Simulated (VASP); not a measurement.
# MoS2 (P6_3/mmc) in VASP: notebook

Aim: see how the results for MoS2 move with the level of theory and the settings. Levels: PBE+D3(BJ), PBE+D4. Tasks: single point, relaxation of cell and atoms.

All numbers are computed with VASP 6.6.1; they aren't measurements. Logs are shortened: lines on timing, memory, paths and dates and some standing lists are left out, and cuts for length are marked.

**Measured values to compare with.**

“Multiwavelength excitation Raman Scattering Analysis of bulk and 2 dimensional MoS2: Vibrational properties of atomically thin MoS2 layers”, 2015, arxiv:1506.03228 reports, for a bulk crystal of MoS2 at 300 K: band gap 1.3 eV (indirect).

The runs below are set against these values where they give the same quantity.

**1. The cell of the first run**

It takes space group P6_3/mmc (No. 194, hexagonal). Conventional cell: a = 3.149 Å, b = 3.149 Å, c = 12.090 Å, α = 90.00°, β = 90.00°, γ = 120.00°. Within 3.2 Å of Mo (site symmetry -6m2) lie 6 S at 2.40 Å and 6 Mo at 3.15 Å. S (site symmetry 3m) has 3 Mo at 2.40 Å and 7 S at 3.13 to 3.15 Å within 3.2 Å.

**2. Single point, PBE+D3(BJ)**

INCAR reads:

```
PREC = Accurate ; ENCUT = 520
EDIFF = 1E-7 ; ISMEAR = -1
SIGMA = 0.05 ; LREAL = False
LASPH = True ; NELM = 100
ALGO = Normal ; ISIF = 2
LWAVE = False ; LCHARG = True
GGA = PE ; IVDW = 12
LELF = True ; LVHAR = True
NBANDS = 35
```

KPOINTS reads:

```
regular mesh
0
Gamma
  10 10 3
```

POSCAR reads:

```
MoS2
1.0
    3.1491832361      0.0000000000      0.0000000000
   -1.5745916180      2.7272726836      0.0000000000
    0.0000000000      0.0000000000     12.0898441392
Mo S
2 4
Direct
    0.6666666667      0.3333333333      0.7500000000
    0.3333333333      0.6666666667      0.2500000000
    0.6666666667      0.3333333333      0.3795086681
    0.3333333333      0.6666666667      0.8795086681
    0.6666666667      0.3333333333      0.1204913319
    0.3333333333      0.6666666667      0.6204913319
```

Potentials or basis: VASP PAW PBE potentials, release 64 (Mo_sv, S).

Started as:

```
cat potpaw_PBE.64/Mo_sv/POTCAR potpaw_PBE.64/S/POTCAR > POTCAR
mpirun -np 1 vasp_std > vasp.out
```

OUTCAR:

```text
PREC = Accurate
   ENCUT = 520
   EDIFF = 1E-7
   ISMEAR = -1
   LREAL = False
   LASPH = True
   NELM = 100
   ISIF = 2
   GGA = PE
   IVDW = 12
 IVDW          = 12

 ion  position               nearest neighbor table
   1  0.667  0.333  0.750-   4 2.40   6 2.40   4 2.40   6 2.40   4 2.40   6 2.40
   2  0.333  0.667  0.250-   3 2.40   5 2.40   3 2.40   5 2.40   3 2.40   5 2.40
   3  0.667  0.333  0.380-   2 2.40   2 2.40   2 2.40
   4  0.333  0.667  0.880-   1 2.40   1 2.40   1 2.40
   5  0.667  0.333  0.120-   2 2.40   2 2.40   2 2.40
   6  0.333  0.667  0.620-   1 2.40   1 2.40   1 2.40

  LATTYP: Found a hexagonal cell.
 ALAT       =     3.1491832361
 C/A-ratio  =     3.8390411840

  Lattice vectors:

 A1 = (   3.1491832361,   0.0000000000,   0.0000000000)
 A2 = (  -1.5745916180,   2.7272726836,   0.0000000000)
 A3 = (   0.0000000000,   0.0000000000,  12.0898441392)

Analysis of symmetry for initial positions (statically):
=====================================================================
 Subroutine PRICEL returns:
 Original cell was already a primitive cell.

 Routine SETGRP: Setting up the symmetry group for a
 hexagonal supercell.

 Subroutine GETGRP returns: Found 24 space group operations
 (whereof 12 operations were pure point group operations)
 out of a pool of 24 trial point group operations.

The static configuration has the point symmetry D_3d.
 The point group associated with its full space group is D_6h.

Analysis of symmetry for dynamics (positions and initial velocities):
=====================================================================
 Subroutine PRICEL returns:
 Original cell was already a primitive cell.

 Routine SETGRP: Setting up the symmetry group for a
 hexagonal supercell.

 Subroutine GETGRP returns: Found 24 space group operations
 (whereof 12 operations were pure point group operations)
 out of a pool of 24 trial point group operations.

The dynamic configuration has the point symmetry D_3d.
 The point group associated with its full space group is D_6h.

 Subroutine INISYM returns: Found 24 space group operations
 (whereof 12 operations are pure point group operations),
 and found     1 'primitive' translations

----------------------------------------------------------------------------------------
[... 100 lines left out ...]
   NELM   =    100;   NELMIN=  2; NELMDL= -5     # of ELM steps
   EDIFF  = 0.1E-06   stopping-criterion for ELM
   LREAL  =      F    real-space projection
   EDIFFG = 0.1E-05   stopping-criterion for IOM
   NSW    =      0    number of steps for IOM
   IBRION =     -1    ionic relax: 0-MD 1-quasi-New 2-CG
   NFREE  =      0    steps in history (QN), initial steepest desc. (CG)
   ISIF   =      2    stress and relaxation
   ISYM   =      2    0-nonsym 1-usesym 2-fastsym
   POTIM  = 0.5000    time-step for ionic-motion
   TEBEG  =    0.0;   TEEND  =   0.0 temperature during run
   PSTRESS=    0.0 pullay stress
   NELECT =      52.0000    total number of electrons
   NUPDOWN=      -1.0000    fix difference up-down
   EMIN   =  10.00;   EMAX   =-10.00  energy-range for DOS
   EFERMI =   0.00;   METHOD = LEGACY
   ISMEAR =    -1;   SIGMA  =   0.05  broadening in eV -4-tet -1-fermi 0-gaus
   EFERMI_NEDOS =   21; number of points for ismear=-14 and -15
   IALGO  =     38    algorithm
   IMIX   =      4    mixing-type and parameters
     AMIX     =   0.40;   BMIX     =  1.00
     AMIX_MAG =   1.60;   BMIX_MAG =  1.00
  volume/ion in A,a.u.               =      17.31       116.79
  Fermi-wavevector in a.u.,A,eV,Ry     =   1.300050  2.456739 22.995631  1.690131
  Thomas-Fermi vector in A             =   2.431275
   LORBIT       =      0    0 simple, 1 ext, 2 COOP (PROOUT), +10 PAW based schemes
   GGA     = PE    functional components
   LHFCALC =     F    Hartree Fock is set to
   AEXX    =    0.0000 exact exchange contribution
   IVDW    =    12    specifies the selected vdW correction
   LEPSILON=     F    determine dielectric tensor
   LRPA    =     F    only Hartree local field effects (RPA)
 non-spin polarized calculation
  energy-cutoff  :      520.00
  volume of cell :      103.84
 maximum number of plane-waves:      2814
 NGX is ok and might be reduce to    24
   NGX = 11   NGY = 11   NGZ = 45

 number of electron      52.0000003 magnetization

 Free energy of the ion-electron system (eV)
  ---------------------------------------------------
  ext. energy  EPLUGINS =         0.00000000
  ---------------------------------------------------
  free energy    TOTEN  =       -43.54509358 eV

  energy without entropy =      -43.54508875  energy(sigma->0) =      -43.54509116

 E-fermi :   8.3195     XC(G=0): -11.0151

 val. band max:        7.9481874353   @ k =   0.0000   0.0000   0.0000
 cond. band min:       8.7878865361   @ k =   0.2000   0.2000   0.0000
 fundamental gap:      0.8396991008
 Fermi energy:         8.3195013575

 k-point     1 :       0.0000    0.0000    0.0000
  band No.  band energies     occupation
      1     -53.5901      2.00000
      2     -53.5901      2.00000
      3     -27.7539      2.00000
      4     -27.7537      2.00000
      5     -27.5123      2.00000
      6     -27.5123      2.00000
[... 901 lines left out ...]
     34      11.7327      0.00000
     35      13.8246      0.00000

 [... further k-points ...]

------------------------ aborting loop because EDIFF is reached ----------------------------------------

 Edisp (eV)   -2.62535

 E8    (eV) :    -1.0586

  FORCE on cell =-STRESS in cart. coord.  units (eV):
  Direction    XX          YY          ZZ          XY          YZ          ZX
  --------------------------------------------------------------------------------------
  -------------------------------------------------------------------------------------
  Total      -0.06090    -0.06090    -0.09528    -0.00000    -0.00000     0.00000
  in kB      -0.93972    -0.93972    -1.47010    -0.00000    -0.00000     0.00000
  external pressure =       -1.12 kB  Pullay stress =        0.00 kB

 VOLUME and BASIS-vectors are now :
 -----------------------------------------------------------------------------
  energy-cutoff  :      520.00
  volume of cell :      103.84
      direct lattice vectors                 reciprocal lattice vectors
     3.149183236  0.000000000  0.000000000     0.317542653  0.183333336  0.000000000
    -1.574591618  2.727272684  0.000000000     0.000000000  0.366666673  0.000000000
     0.000000000  0.000000000 12.089844139     0.000000000  0.000000000  0.082714052

 POSITION                                       TOTAL-FORCE (eV/Angst)
 -----------------------------------------------------------------------------------
      1.57459      0.90909      9.06738        -0.000000     -0.000000      0.000000
     -0.00000      1.81818      3.02246         0.000000      0.000000      0.000000
      1.57459      0.90909      4.58820         0.000000     -0.000000     -0.010983
     -0.00000      1.81818     10.63312        -0.000000      0.000000     -0.010983
      1.57459      0.90909      1.45672         0.000000     -0.000000      0.010983
     -0.00000      1.81818      7.50164        -0.000000      0.000000      0.010983
 -----------------------------------------------------------------------------------
    total drift:                               -0.000000      0.000000     -0.000000

  FREE ENERGIE OF THE ION-ELECTRON SYSTEM (eV)
  ---------------------------------------------------
  free  energy   TOTEN  =       -46.1704467288 eV

  energy  without entropy=      -46.1704418940  energy(sigma->0) =      -46.17044431
```

stdout:

```text
POSCAR found type information on POSCAR MoS
 POSCAR found :  2 types and       6 ions
 scaLAPACK will be used
 LDA part: xc-table for (Slater+PW92), standard interpolation
 POSCAR, INCAR and KPOINTS ok, starting setup
 FFT: planning ... GRIDC
 FFT: planning ... GRID_SOFT
 FFT: planning ... GRID
 WAVECAR not read
 entering main loop
```

Run time: 51 s. Hardware: 1 thread of Intel Xeon 6975P-C (Granite Rapids), shared host; peak memory 0.26 GiB.

What came out:

| Property | Result |
| --- | --- |
| Free energy | -46.1704 eV |
| Pressure | -0.1 GPa |
| Largest force | 0.011 eV/Å |
| Band gap on the k mesh | 0.84 eV (least direct gap 1.91 eV) |
| Dispersion energy per atom | -0.438 eV |

Forces in eV/Å, atoms in the order of the input:
```
Mo   0.000  0.000  0.000
Mo   0.000  0.000  0.000
S    0.000  0.000 -0.011
S    0.000  0.000 -0.011
S    0.000  0.000  0.011
S    0.000  0.000  0.011
```

**3. Single point, PBE+D4**

This run uses another cell than the first one, of 17.46 Å³/atom.

INCAR reads:

```
ALGO = Normal
EDIFF = 1E-6
ENCUT = 520
GGA = PE
ISIF = 2
ISMEAR = -1
IVDW = 13
LASPH = T
LCHARG = T
LELF = T
LREAL = F
LVHAR = T
LWAVE = F
NBANDS = 35
NELM = 100
PREC = Accurate
SIGMA = 0.05
```

KPOINTS reads:

```
k-points
0
Gamma
  10 10 3
```

POSCAR reads:

```
MoS2
1.0
    3.1537639810      0.0000000000      0.0000000000
   -1.5768819905      2.7312397251      0.0000000000
    0.0000000000      0.0000000000     12.1630854659
Mo S
2 4
Direct
    0.6666666667      0.3333333333      0.7500000000
    0.3333333333      0.6666666667      0.2500000000
    0.6666666667      0.3333333333      0.3786253352
    0.3333333333      0.6666666667      0.8786253352
    0.6666666667      0.3333333333      0.1213746648
    0.3333333333      0.6666666667      0.6213746648
```

Potentials or basis: VASP PAW PBE potentials, release 64 (Mo_sv, S).

Started as:

```
cat potpaw_PBE.64/Mo_sv/POTCAR potpaw_PBE.64/S/POTCAR > POTCAR
mpirun -np 1 vasp_std > vasp.out
```

It took 48 s on 1 thread of Intel Xeon 6975P-C (Granite Rapids), shared host; peak memory 0.26 GiB.

Results (log left out):

- Free energy: -46.1700 eV
- Pressure: -0.1 GPa
- Largest force: 0.020 eV/Å
- Band gap on the k mesh: 0.88 eV (least direct gap 1.90 eV)
- Dispersion energy per atom: -0.434 eV

Forces on the atoms (eV/Å):
```
Mo   0.000  0.000  0.000
Mo   0.000  0.000  0.000
S    0.000  0.000 -0.020
S    0.000  0.000 -0.020
S    0.000  0.000  0.020
S    0.000  0.000  0.020
```

Levels at points of the mesh, in eV from the valence-band top:
```tsv
k point	band 24	band 25	band 26	band 27	band 28	band 29
(0.00, 0.00, 0.00)	-1.23	-1.14	0.00	2.10	2.10	2.14
(0.50, 0.00, 0.00)	-1.52	-1.46	-1.31	1.62	1.68	2.01
```

**4. Relaxation of cell and atoms, PBE+D3(BJ)**

This run uses another cell than the first one, of 17.86 Å³/atom.

INCAR reads:

```
PREC = Accurate ; ENCUT = 600
EDIFF = 1E-7 ; ISMEAR = -1
SIGMA = 0.05 ; LREAL = False
LASPH = True ; NELM = 100
ALGO = Normal ; ISIF = 3
LWAVE = False ; LCHARG = False
GGA = PE ; IVDW = 12
IBRION = 2 ; NSW = 60
EDIFFG = -0.01
```

KPOINTS reads:

```
regular mesh
0
Gamma
  10 10 3
```

POSCAR reads:

```
MoS2
1.0
    3.1690000000      0.0000000000      0.0000000000
   -1.5845000000      2.7444345046      0.0000000000
    0.0000000000      0.0000000000     12.3240000000
Mo S
2 4
Direct
    0.6666666667      0.3333333333      0.7500000000
    0.3333333333      0.6666666667      0.2500000000
    0.6666666667      0.3333333333      0.3770000000
    0.3333333333      0.6666666667      0.8770000000
    0.6666666667      0.3333333333      0.1230000000
    0.3333333333      0.6666666667      0.6230000000
```

Started as:

```
cat potpaw_PBE.64/Mo_sv/POTCAR potpaw_PBE.64/S/POTCAR > POTCAR
mpirun -np 1 vasp_std > vasp.out
```

It took 8.9 min on 1 thread of Intel Xeon 6975P-C (Granite Rapids), shared host; peak memory 0.33 GiB.

The run converged. Its results:

| Item | Value |
| --- | --- |
| Free energy | -46.1732 eV |
| Relaxed volume | 17.29 Å³/atom |
| Relaxed cell | a = 3.149 Å, b = 3.149 Å, c = 12.082 Å, α = 90.00°, β = 90.00°, γ = 120.00° |
| Space group after relaxing (to 0.1 Å) | P6_3/mmc (No. 194) |
| Energy gained by relaxing | 2.8 meV/atom |
| Ionic steps | 12 |
| Pressure after relaxing | 0.0 GPa |
| Band gap on the k mesh | 0.84 eV (least direct gap 1.91 eV) |
| Dispersion energy per atom | -0.438 eV |

Step by step:
```
step  energy change (eV)  largest force (eV/Å)  pressure (GPa)  volume (Å³)
   1              0.0000                0.0757           -2.04       107.18
   2              0.0158                0.5209            3.43       103.70
   3             -0.0089                0.1415           -0.08       105.86
   4             -0.0114                0.0579           -0.06       105.44
   5             -0.0115                0.0374           -0.06       105.34
   6             -0.0129                0.0339           -0.04       105.09
   7             -0.0160                0.0227            0.03       104.34
   8             -0.0152                0.0014            0.24       102.85
   9             -0.0169                0.0173            0.11       103.75
  10             -0.0169                0.0162            0.12       103.69
  11             -0.0161                0.0800           -0.59       103.98
  12             -0.0169                0.0004            0.00       103.74
```

Final structure:
```yaml
crystal:
  lattice:
    - [3.14865, 0.00000, 0.00000]
    - [-1.57433, 2.72681, 0.00000]
    - [0.00000, 0.00000, 12.08239]
  atoms:
    - { symbol: Mo, position: [0.66667, 0.33333, 0.75000] }
    - { symbol: Mo, position: [0.33333, 0.66667, 0.25000] }
    - { symbol: S, position: [0.66667, 0.33333, 0.37954] }
    - { symbol: S, position: [0.33333, 0.66667, 0.87954] }
    - { symbol: S, position: [0.66667, 0.33333, 0.12046] }
    - { symbol: S, position: [0.33333, 0.66667, 0.62046] }
```

Levels at points of the mesh, in eV from the valence-band top:
```csv
k point,band 22,band 23,band 24,band 25,band 26,band 27,band 28,band 29,band 30,band 31
"(0.00, 0.00, 0.00)",-2.15,-2.15,-1.28,-1.11,0.00,2.09,2.09,2.13,2.13,2.23
"(0.50, 0.00, 0.00)",-2.55,-1.78,-1.53,-1.49,-1.34,1.62,1.68,1.99,2.31,2.83
```

A k mesh can miss the band edges. Expect the measured gap to be larger: semilocal functionals such as PBE lack the derivative discontinuity.

**5. Relaxation of cell and atoms, PBE+D4**

This run uses another cell than the first one, of 17.86 Å³/atom.

INCAR reads:

```
PREC     = Accurate       # precision mode
ENCUT    = 600            # plane-wave cutoff, eV
EDIFF    = 1E-7           # SCF threshold, eV
ISMEAR   = -1             # smearing method
SIGMA    = 0.05           # smearing width, eV
LREAL    = F              # projectors in reciprocal space
LASPH    = T              # aspherical terms in the spheres
NELM     = 60             # most SCF steps
ALGO     = Normal         # electronic algorithm
ISIF     = 3              # what is computed and relaxed
LWAVE    = F              # write WAVECAR
LCHARG   = F              # write CHGCAR
GGA      = PE             # functional
IVDW     = 13             # dispersion correction
IBRION   = 2              # ionic algorithm
NSW      = 60             # ionic steps
EDIFFG   = -0.01          # ionic threshold
```

KPOINTS reads:

```
Automatic mesh
0
Gamma
  10 10 3
```

POSCAR is that of step 4.

Started as:

```
cat potpaw_PBE.64/Mo_sv/POTCAR potpaw_PBE.64/S/POTCAR > POTCAR
mpirun -np 1 vasp_std > vasp.out
```

Run time: 7.7 min. Hardware: 1 thread of Intel Xeon 6975P-C (Granite Rapids), shared host; peak memory 0.32 GiB.

It converged, with:

* Free energy: -46.1723 eV
* Relaxed volume: 17.46 Å³/atom
* Relaxed cell: a = 3.153 Å, b = 3.153 Å, c = 12.173 Å, α = 90.00°, β = 90.00°, γ = 120.00°
* Space group after relaxing (to 0.1 Å): P6_3/mmc (No. 194)
* Energy gained by relaxing: 1.6 meV/atom
* Ionic steps: 12
* Pressure after relaxing: 0.1 GPa
* Largest force after relaxing: 0.005 eV/Å
* Band gap on the k mesh: 0.88 eV (least direct gap 1.90 eV)
* Dispersion energy per atom: -0.434 eV

Forces in eV/Å, atoms in the order of the input:
```
Mo   0.000  0.000  0.000
Mo   0.000  0.000  0.000
S    0.000  0.000  0.005
S    0.000  0.000  0.005
S    0.000  0.000 -0.005
S    0.000  0.000 -0.005
```

Step by step:
| step | energy change (eV) | largest force (eV/Å) | pressure (GPa) | volume (Å³) |
| --- | --- | --- | --- | --- |
| 1 | 0.0000 | 0.0980 | -1.71 | 107.18 |
| 2 | 0.0140 | 0.4392 | 3.05 | 104.25 |
| 3 | -0.0061 | 0.0872 | -0.09 | 106.13 |
| 4 | -0.0073 | 0.0326 | -0.06 | 105.85 |
| 5 | -0.0073 | 0.0264 | -0.06 | 105.82 |
| 6 | -0.0073 | 0.0235 | -0.05 | 105.81 |
| 7 | -0.0078 | 0.0257 | -0.01 | 105.66 |
| 8 | -0.0089 | 0.0318 | 0.14 | 105.20 |
| 9 | -0.0093 | 0.0437 | 0.47 | 104.29 |
| 10 | -0.0094 | 0.0386 | 0.30 | 104.75 |
| 11 | -0.0097 | 0.0094 | 0.09 | 104.77 |
| 12 | -0.0097 | 0.0046 | 0.05 | 104.78 |

Final structure:
```yaml
crystal:
  lattice:
    - [3.15258, 0.00000, 0.00000]
    - [-1.57629, 2.73021, 0.00000]
    - [0.00000, 0.00000, 12.17325]
  atoms:
    - { symbol: Mo, position: [0.66667, 0.33333, 0.75000] }
    - { symbol: Mo, position: [0.33333, 0.66667, 0.25000] }
    - { symbol: S, position: [0.66667, 0.33333, 0.37845] }
    - { symbol: S, position: [0.33333, 0.66667, 0.87845] }
    - { symbol: S, position: [0.66667, 0.33333, 0.12155] }
    - { symbol: S, position: [0.33333, 0.66667, 0.62155] }
```

Levels at points of the mesh, in eV from the valence-band top:
```csv
k point,band 23,band 24,band 25,band 26,band 27,band 28,band 29,band 30
"(0.00, 0.00, 0.00)",-2.14,-1.23,-1.15,0.00,2.11,2.11,2.14,2.14
"(0.50, 0.00, 0.00)",-1.76,-1.52,-1.45,-1.31,1.63,1.68,2.01,2.31
```

**6. Overview**

| task | level | cell | cutoff (eV) | gap on the mesh (eV) | pressure (GPa) | relaxed volume (Å³/atom) | largest force (eV/Å) |
| --- | --- | --- | --- | --- | --- | --- | --- |
| single point | PBE+D3(BJ) | a = 3.149, b = 3.149, c = 12.090 Å, angles 90.0, 90.0, 120.0°, 6 atoms, atomic positions A | 520 | 0.84 | -0.1 | - | 0.01 |
| single point | PBE+D4 | a = 3.154, b = 3.154, c = 12.163 Å, angles 90.0, 90.0, 120.0°, 6 atoms, atomic positions B | 520 | 0.88 | -0.1 | - | 0.02 |
| relaxation of cell and atoms | PBE+D3(BJ) | relaxed from a = 3.169, b = 3.169, c = 12.324 Å, angles 90.0, 90.0, 120.0°, 6 atoms, atomic positions C | 600 | 0.84 | 0.0 | 17.29 | - |
| relaxation of cell and atoms | PBE+D4 | relaxed from a = 3.169, b = 3.169, c = 12.324 Å, angles 90.0, 90.0, 120.0°, 6 atoms, atomic positions C | 600 | 0.88 | 0.1 | 17.46 | - |

Alike in all rows: potentials or basis VASP PAW PBE potentials, release 64 (Mo_sv, S); no spin polarisation; k mesh 10 × 10 × 3; smearing fermi-dirac 0.05 eV.

Total energies depend on the potentials used, so only differences within one code and one set of settings carry meaning.

**7. Against experiment**

Step 2. Measured gap of MoS2: 1.3 eV (indirect; 300 K; “Multiwavelength excitation Raman Scattering Analysis of bulk and 2 dimensional MoS2: Vibrational properties of atomically thin MoS2 layers”, 2015, arxiv:1506.03228). This calculation gives 0.84 eV (-0.46 eV). Spin-orbit coupling on Mo is left out. The value is that of PBE+D3(BJ) on a finite k mesh, which can miss the band edges, without temperature or zero-point motion. Semilocal functionals fall short of measured gaps as a rule.

Step 3. A measured gap of MoS2 is 1.3 eV (indirect; 300 K; “Multiwavelength excitation Raman Scattering Analysis of bulk and 2 dimensional MoS2: Vibrational properties of atomically thin MoS2 layers”, 2015, arxiv:1506.03228); the calculated 0.88 eV misses it by -0.42 eV. Spin-orbit coupling on Mo is left out. The value is that of PBE+D4 on a finite k mesh, which can miss the band edges, without temperature or zero-point motion. Semilocal functionals fall short of measured gaps as a rule.
